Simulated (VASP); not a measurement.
# Rb3Sn (Pm-3m) in VASP: further runs

Rb3Sn is run at these levels: PBE; tasks: single point, relaxation of cell and atoms.

Everything below comes from runs of VASP 6.6.1. Logs are shortened: lines on timing, memory, paths and dates and some standing lists are left out, and cuts for length are marked.

### Step 1. The cell of the first run

Symmetry: Pm-3m, No. 221, cubic system. Conventional cell: a = 5.969 Å, b = 5.969 Å, c = 5.969 Å, α = 90.00°, β = 90.00°, γ = 90.00°. Rb (site symmetry 4/mmm) has 8 Rb at 4.22 Å and 4 Sn at 4.22 Å within 5.5 Å. Sn (site symmetry m-3m) has 12 Rb at 4.22 Å within 5.5 Å.

### Step 2. Single point, PBE

The input, INCAR:

```
ALGO     = Fast           # electronic algorithm
EDIFF    = 1E-7           # SCF threshold, eV
ENCUT    = 520            # plane-wave cutoff, eV
GGA      = PE             # functional
ISIF     = 2              # what is computed and relaxed
ISMEAR   = 0              # smearing method
LASPH    = True           # aspherical terms in the spheres
LCHARG   = False          # write CHGCAR
LREAL    = False          # projectors in reciprocal space
LWAVE    = False          # write WAVECAR
NBANDS   = 28             # bands
NELM     = 100            # most SCF steps
PREC     = Accurate       # precision mode
SIGMA    = 0.1            # smearing width, eV
```

The input, KPOINTS:

```
k-points
0
Gamma
  8 8 8
```

The input, POSCAR:

```
Rb3Sn
1.0
    5.9688927441      0.0000000000      0.0000000000
    0.0000000000      5.9688927441      0.0000000000
    0.0000000000      0.0000000000      5.9688927441
Rb Sn
3 1
Direct
    0.0000000000      0.5000000000      0.5000000000
    0.5000000000      0.0000000000      0.5000000000
    0.5000000000      0.5000000000      0.0000000000
    0.0000000000      0.0000000000      0.0000000000
```

Potentials or basis: VASP PAW PBE potentials, release 64 (Rb_sv, Sn_d).

Started as:

```console
$ cat potpaw_PBE.64/Rb_sv/POTCAR potpaw_PBE.64/Sn_d/POTCAR > POTCAR
$ mpirun -np 1 vasp_std > vasp.out
```

OUTCAR:

```text
EDIFF = 1E-7
   ENCUT = 520
   GGA = PE
   ISIF = 2
   ISMEAR = 0
   LASPH = True
   LREAL = False
   NELM = 100
   PREC = Accurate

 ion  position               nearest neighbor table
   1  0.000  0.500  0.500-   2 4.22   3 4.22   4 4.22   3 4.22   4 4.22   2 4.22   4 4.22   4 4.22
                             2 4.22   3 4.22   3 4.22   2 4.22
   2  0.500  0.000  0.500-   1 4.22   3 4.22   4 4.22   3 4.22   4 4.22   1 4.22   3 4.22   3 4.22
                             1 4.22   4 4.22   4 4.22   1 4.22
   3  0.500  0.500  0.000-   1 4.22   2 4.22   4 4.22   1 4.22   2 4.22   2 4.22   4 4.22   2 4.22
                             1 4.22   4 4.22   1 4.22   4 4.22
   4  0.000  0.000  0.000-   1 4.22   2 4.22   3 4.22   1 4.22   2 4.22   1 4.22   3 4.22   1 4.22
                             2 4.22   3 4.22   2 4.22   3 4.22

  LATTYP: Found a simple cubic cell.
 ALAT       =     5.9688927441

  Lattice vectors:

 A1 = (   5.9688927441,   0.0000000000,   0.0000000000)
 A2 = (   0.0000000000,   5.9688927441,   0.0000000000)
 A3 = (   0.0000000000,   0.0000000000,   5.9688927441)

Analysis of symmetry for initial positions (statically):
=====================================================================
 Subroutine PRICEL returns:
 Original cell was already a primitive cell.

 Routine SETGRP: Setting up the symmetry group for a
 simple cubic supercell.

 Subroutine GETGRP returns: Found 48 space group operations
 (whereof 48 operations were pure point group operations)
 out of a pool of 48 trial point group operations.

The static configuration has the point symmetry O_h .

Analysis of symmetry for dynamics (positions and initial velocities):
=====================================================================
 Subroutine PRICEL returns:
 Original cell was already a primitive cell.

 Routine SETGRP: Setting up the symmetry group for a
 simple cubic supercell.

 Subroutine GETGRP returns: Found 48 space group operations
 (whereof 48 operations were pure point group operations)
 out of a pool of 48 trial point group operations.

The dynamic configuration has the point symmetry O_h .

 Subroutine INISYM returns: Found 48 space group operations
 (whereof 48 operations are pure point group operations),
 and found     1 'primitive' translations

----------------------------------------------------------------------------------------

                                     Primitive cell

  volume of cell :     212.6578

  direct lattice vectors                    reciprocal lattice vectors
     5.968892744  0.000000000  0.000000000     0.167535260  0.000000000  0.000000000
     0.000000000  5.968892744  0.000000000     0.000000000  0.167535260  0.000000000
     0.000000000  0.000000000  5.968892744     0.000000000  0.000000000  0.167535260

  length of vectors
     5.968892744  5.968892744  5.968892744     0.167535260  0.167535260  0.167535260

  position of ions in fractional coordinates (direct lattice)
     0.000000000  0.500000000  0.500000000
     0.500000000  0.000000000  0.500000000
     0.500000000  0.500000000  0.000000000
     0.000000000  0.000000000  0.000000000

  ion indices of the primitive-cell ions
   primitive index   ion index
                 1           1
                 2           2
                 3           3
                 4           4

----------------------------------------------------------------------------------------

 KPOINTS: k-points

Automatic generation of k-mesh.
 Grid dimensions read from file:
 generate k-points for:    8    8    8

 Generating k-lattice:

  Cartesian coordinates                     Fractional coordinates (reciprocal lattice)
     0.020941908  0.000000000  0.000000000     0.125000000  0.000000000  0.000000000
     0.000000000  0.020941908  0.000000000     0.000000000  0.125000000  0.000000000
     0.000000000  0.000000000  0.020941908     0.000000000  0.000000000  0.125000000

  Length of vectors
     0.020941908  0.020941908  0.020941908

  Shift w.r.t. Gamma in fractional coordinates (k-lattice)
     0.000000000  0.000000000  0.000000000

 Subroutine IBZKPT returns following result:
 ===========================================

 Found     35 irreducible k-points:

 Following reciprocal coordinates:
            Coordinates               Weight
  0.000000  0.000000  0.000000      1.000000
  0.125000  0.000000  0.000000      6.000000
  0.250000  0.000000  0.000000      6.000000
  0.375000  0.000000  0.000000      6.000000
  0.500000  0.000000  0.000000      3.000000
  0.125000  0.125000  0.000000     12.000000
[... 16 lines left out ...]
  0.375000  0.375000  0.125000     24.000000
  0.500000  0.375000  0.125000     24.000000
 [... further k-points ...]
   k-points           NKPTS =     35   k-points in BZ     NKDIM =     35   number of bands    NBANDS=     28
   number of dos      NEDOS =    301   number of ions     NIONS =      4
   total plane-waves  NPLWV = 110592
   dimension x,y,z NGX =    48 NGY =   48 NGZ =   48
   dimension x,y,z NGXF=    96 NGYF=   96 NGZF=   96
   ions per type =               3   1
   NGX,Y,Z   is equivalent  to a cutoff of  13.37, 13.37, 13.37 a.u.
   NGXF,Y,Z  is equivalent  to a cutoff of  26.74, 26.74, 26.74 a.u.
 SYSTEM =  unknown system
   PREC   = accura    normal or accurate (medium, high low for compatibility)
   ISTART =      0    job   : 0-new  1-cont  2-samecut
   ICHARG =      2    charge: 1-file 2-atom 10-const
   ISPIN  =      1    spin polarized calculation?
   LNONCOLLINEAR =      F non collinear calculations
   LSORBIT =      F    spin-orbit coupling
   LASPH  =      T    aspherical Exc in radial PAW
   ENCUT  =  520.0 eV  38.22 Ry    6.18 a.u.  11.10 11.10 11.10*2*pi/ulx,y,z
   NELM   =    100;   NELMIN=  2; NELMDL= -5     # of ELM steps
   EDIFF  = 0.1E-06   stopping-criterion for ELM
   LREAL  =      F    real-space projection
   EDIFFG = 0.1E-05   stopping-criterion for IOM
   NSW    =      0    number of steps for IOM
   IBRION =     -1    ionic relax: 0-MD 1-quasi-New 2-CG
   NFREE  =      0    steps in history (QN), initial steepest desc. (CG)
   ISIF   =      2    stress and relaxation
   ISYM   =      2    0-nonsym 1-usesym 2-fastsym
   POTIM  = 0.5000    time-step for ionic-motion
   TEBEG  =    0.0;   TEEND  =   0.0 temperature during run
   PSTRESS=    0.0 pullay stress
   NELECT =      41.0000    total number of electrons
   NUPDOWN=      -1.0000    fix difference up-down
   EMIN   =  10.00;   EMAX   =-10.00  energy-range for DOS
   EFERMI =   0.00;   METHOD = LEGACY
   ISMEAR =     0;   SIGMA  =   0.10  broadening in eV -4-tet -1-fermi 0-gaus
   EFERMI_NEDOS =   21; number of points for ismear=-14 and -15
   IALGO  =     68    algorithm
   IMIX   =      4    mixing-type and parameters
     AMIX     =   0.40;   BMIX     =  1.00
     AMIX_MAG =   1.60;   BMIX_MAG =  1.00
  volume/ion in A,a.u.               =      53.16       358.77
  Fermi-wavevector in a.u.,A,eV,Ry     =   0.945749  1.787206 12.169599  0.894440
  Thomas-Fermi vector in A             =   2.073680
   LORBIT       =      0    0 simple, 1 ext, 2 COOP (PROOUT), +10 PAW based schemes
   GGA     = PE    functional components
   LHFCALC =     F    Hartree Fock is set to
   AEXX    =    0.0000 exact exchange contribution
   IVDW    =     0    specifies the selected vdW correction
   LEPSILON=     F    determine dielectric tensor
   LRPA    =     F    only Hartree local field effects (RPA)
 non-spin polarized calculation
 RMM-DIIS sequential band-by-band and
 Gauss-broadening in eV      SIGMA  =   0.10
  energy-cutoff  :      520.00
  volume of cell :      212.66
 maximum number of plane-waves:      5832
 NGX is ok and might be reduce to    48
   NGX = 23   NGY = 23   NGZ = 23

 number of electron      40.9999997 magnetization

 Free energy of the ion-electron system (eV)
  ---------------------------------------------------
  ext. energy  EPLUGINS =         0.00000000
  ---------------------------------------------------
  free energy    TOTEN  =        -6.36317670 eV

  energy without entropy =       -6.32873516  energy(sigma->0) =       -6.34595593

 E-fermi :   1.3849     XC(G=0):  -7.0123

 val. band max:        1.3790471926   @ k =   0.5000   0.5000   0.0000
 cond. band min:       1.3911421768   @ k =   0.2500   0.1250   0.1250
 fundamental gap:      0.0120949842
 Fermi energy:         1.3848710060

 k-point     1 :       0.0000    0.0000    0.0000
  band No.  band energies     occupation
      1     -27.0774      2.00000
      2     -27.0345      2.00000
      3     -27.0345      2.00000
      4     -19.3631      2.00000
      5     -19.3631      2.00000
      6     -19.3631      2.00000
[... 20 lines left out ...]
     27       3.8535      0.00000
     28       3.8535      0.00000

 k-point     2 :       0.1250    0.0000    0.0000
  band No.  band energies     occupation
      1     -27.0759      2.00000
      2     -27.0360      2.00000
      3     -27.0345      2.00000
      4     -19.3631      2.00000
      5     -19.3631      2.00000
      6     -19.3631      2.00000
[... 20 lines left out ...]
     27       3.9248      0.00000
     28       3.9248      0.00000

 k-point     3 :       0.2500    0.0000    0.0000
  band No.  band energies     occupation
      1     -27.0719      2.00000
      2     -27.0400      2.00000
      3     -27.0345      2.00000
      4     -19.3631      2.00000
      5     -19.3631      2.00000
      6     -19.3631      2.00000
[... 20 lines left out ...]
     27       4.1004      0.00000
     28       4.3163      0.00000

 k-point     4 :       0.3750    0.0000    0.0000
  band No.  band energies     occupation
      1     -27.0664      2.00000
      2     -27.0454      2.00000
      3     -27.0344      2.00000
      4     -19.3631      2.00000
      5     -19.3631      2.00000
      6     -19.3631      2.00000
[... 20 lines left out ...]
     27       4.2903      0.00000
     28       4.9030      0.00000

 k-point     5 :       0.5000    0.0000    0.0000
  band No.  band energies     occupation
      1     -27.0630      2.00000
      2     -27.0487      2.00000
      3     -27.0344      2.00000
      4     -19.3631      2.00000
      5     -19.3631      2.00000
      6     -19.3631      2.00000
[... 20 lines left out ...]
     27       4.3778      0.00000
     28       5.3531      0.00000

 k-point     6 :       0.1250    0.1250    0.0000
  band No.  band energies     occupation
      1     -27.0745      2.00000
      2     -27.0366      2.00000
      3     -27.0352      2.00000
      4     -19.3631      2.00000
      5     -19.3631      2.00000
      6     -19.3631      2.00000
[... 463 lines left out ...]
      5     -19.3631      2.00000
      6     -19.3631      2.00000
[... 20 lines left out ...]
     27       4.5587      0.00000
     28       4.8685      0.00000

 k-point    22 :       0.5000    0.2500    0.1250
  band No.  band energies     occupation
      1     -27.0580      2.00000
      2     -27.0487      2.00000
      3     -27.0393      2.00000
      4     -19.3631      2.00000
      5     -19.3631      2.00000
      6     -19.3631      2.00000
[... 20 lines left out ...]
     27       4.7008      0.00000
     28       4.7815      0.00000

 k-point    23 :       0.3750    0.3750    0.1250
  band No.  band energies     occupation
      1     -27.0569      2.00000
      2     -27.0466      2.00000
      3     -27.0425      2.00000
      4     -19.3631      2.00000
      5     -19.3631      2.00000
      6     -19.3631      2.00000
[... 20 lines left out ...]
     27       4.9334      0.00000
     28       4.9626      0.00000

 k-point    24 :       0.5000    0.3750    0.1250
  band No.  band energies     occupation
      1     -27.0537      2.00000
      2     -27.0486      2.00000
      3     -27.0436      2.00000
      4     -19.3631      2.00000
      5     -19.3631      2.00000
      6     -19.3631      2.00000
[... 20 lines left out ...]
     27       4.9313      0.00000
     28       5.2854      0.00000

 [... further k-points ...]
[... 5 lines left out ...]
  --------------------------------------------------------------------------------------
  -------------------------------------------------------------------------------------
  Total        0.0385406      0.0385406      0.0385406     -0.0000000     -0.0000000      0.0000000
  in kB        0.2903677      0.2903677      0.2903677     -0.0000000     -0.0000000      0.0000000
  external PRESSURE =       0.2903677 kB  Pullay stress =       0.0000000 kB

 VOLUME and BASIS-vectors are now :
 -----------------------------------------------------------------------------
  energy-cutoff  :      520.00
  volume of cell :      212.66
      direct lattice vectors                 reciprocal lattice vectors
     5.968892744  0.000000000  0.000000000     0.167535260  0.000000000  0.000000000
     0.000000000  5.968892744  0.000000000     0.000000000  0.167535260  0.000000000
     0.000000000  0.000000000  5.968892744     0.000000000  0.000000000  0.167535260

 POSITION                                       TOTAL-FORCE (eV/Angst)
 -----------------------------------------------------------------------------------
      0.00000      2.98445      2.98445         0.000000      0.000000      0.000000
      2.98445      0.00000      2.98445         0.000000      0.000000      0.000000
      2.98445      2.98445      0.00000         0.000000      0.000000      0.000000
      0.00000      0.00000      0.00000         0.000000      0.000000      0.000000
 -----------------------------------------------------------------------------------
    total drift:                                0.000000     -0.000000     -0.000000

  FREE ENERGIE OF THE ION-ELECTRON SYSTEM (eV)
  ---------------------------------------------------
  free  energy   TOTEN  =        -6.3631766975 eV

  energy  without entropy=       -6.3287351611  energy(sigma->0) =       -6.34595593
```

Run time: 7.7 min. Hardware: 1 thread of Intel Xeon Platinum 8259CL at 2.50GHz (Skylake/Cascade Lake), shared host; peak memory 0.43 GiB.

Results:

```yaml
Free_energy: -6.3632 eV
Pressure: 0.0 GPa
Band_gap_on_the_k_mesh: zero (an odd number of electrons rules out a gap without spin polarisation)
```

Caveat: spin-orbit coupling is left out, which moves the levels of the heavy elements.

(Continued in part 2 of 2.)
